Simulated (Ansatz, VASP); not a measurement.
## One calculation of MgO, two programs

INCAR

```
  PREC = Accurate
  ENCUT = 520
  EDIFF = 1E-7
  ISMEAR = 0
  SIGMA = 0.05
  LREAL = False
  LASPH = True
  NELM = 100
  ALGO = Normal
  ISIF = 2
  LWAVE = False
  LCHARG = True
  GGA = CA
  LELF = True
  LVHAR = True
  NBANDS = 36
```

KPOINTS

```
Automatic mesh
0
Gamma
  4 4 4
```

The input POSCAR:

```
MgO
1.0
    5.5230736673      0.0000000000      0.0000000000
    0.0000000000      5.5230736673      0.0000000000
    0.0000000000      0.0000000000      5.5230736673
Mg O
6 6
Direct
    0.2500000000     -0.0130995986      0.5000000000
    0.0000000000      0.5130995986      0.2500000000
    0.5000000000      0.7500000000      0.0000000000
    0.7500000000     -0.0130995986      0.5000000000
    0.0000000000      0.5130995986      0.7500000000
    0.5000000000      0.2500000000      0.0000000000
    0.2500000000      0.5028997062      0.0000000000
    0.5000000000     -0.0028997062      0.2500000000
    0.0000000000      0.7500000000      0.5000000000
    0.7500000000      0.5028997062      0.0000000000
    0.5000000000     -0.0028997062      0.7500000000
    0.0000000000      0.2500000000      0.5000000000
```

Input for Ansatz:

```yaml
crystal:
  lattice:
    - [5.5230736673, 0.0, 0.0]
    - [0.0, 5.5230736673, 0.0]
    - [0.0, 0.0, 5.5230736673]
  atoms:
    - { symbol: Mg, position: [0.25, -0.0130995986, 0.5] }
    - { symbol: Mg, position: [0.0, 0.5130995986, 0.25] }
    - { symbol: Mg, position: [0.5, 0.75, 0.0] }
    - { symbol: Mg, position: [0.75, -0.0130995986, 0.5] }
    - { symbol: Mg, position: [0.0, 0.5130995986, 0.75] }
    - { symbol: Mg, position: [0.5, 0.25, 0.0] }
    - { symbol: O, position: [0.25, 0.5028997062, 0.0] }
    - { symbol: O, position: [0.5, -0.0028997062, 0.25] }
    - { symbol: O, position: [0.0, 0.75, 0.5] }
    - { symbol: O, position: [0.75, 0.5028997062, 0.0] }
    - { symbol: O, position: [0.5, -0.0028997062, 0.75] }
    - { symbol: O, position: [0.0, 0.25, 0.5] }
basis:
  ecutwfc: 520.0
kpoints:
  mp_grid: { grid: [4, 4, 4] }
hamiltonian:
  xc: lda
  pseudopotentials: { kind: paw, azcp: { folder: soft_1 } }
scf:
  occupations: { method: gaussian, width: 0.05 }
output:
  forces: true
  stress: true
  eigenvalues: true
```

Change from the starting cell: mode 14 frozen in at -0.058 Å and mode 24 at -0.029 Å (largest displacements).

Alike in both runs: task single point; functional LDA; k mesh 4 × 4 × 4; occupations gaussian, width 0.05 eV; no spin polarisation.

|  | VASP | Ansatz |
| --- | --- | --- |
| version | VASP 6.6.1 | Ansatz 0.2.0 |
| potentials or method | VASP PAW LDA potentials, release 64 (Mg, O), cutoff 520 eV | scalar-relativistic, plane waves, PAW |
| valence electrons in the cell | 48 | 96 |

Ansatz gave:

| Property | Result |
| --- | --- |
| gap on the k mesh at the Fermi level (eV) | 2.81 |
| least direct gap on the mesh (eV) | 2.82 |
| pressure (GPa) | 0.2 |
| traceless stress, the component that is largest in VASP (GPa) | -0.06 |
| rms of the force components (eV/Å) | 0.357 |

Question: Which values does VASP return?

Answer: gap on the k mesh at the Fermi level (eV): 2.80; least direct gap on the mesh (eV): 2.81; pressure (GPa): -0.5; traceless stress, the component that is largest in VASP (GPa): -0.06; rms of the force components (eV/Å): 0.365.

Ansatz warns that its potentials were made for another functional, while VASP's fit it. LDA's correlation is that of Perdew and Zunger in VASP and of Perdew and Wang (1992) in Ansatz. Atom by atom the forces differ by 0.008 eV/Å (rms over components). VASP's potentials hold 48 valence electrons a cell and Ansatz's 96, so a difference there can come from the potentials and not from the codes.
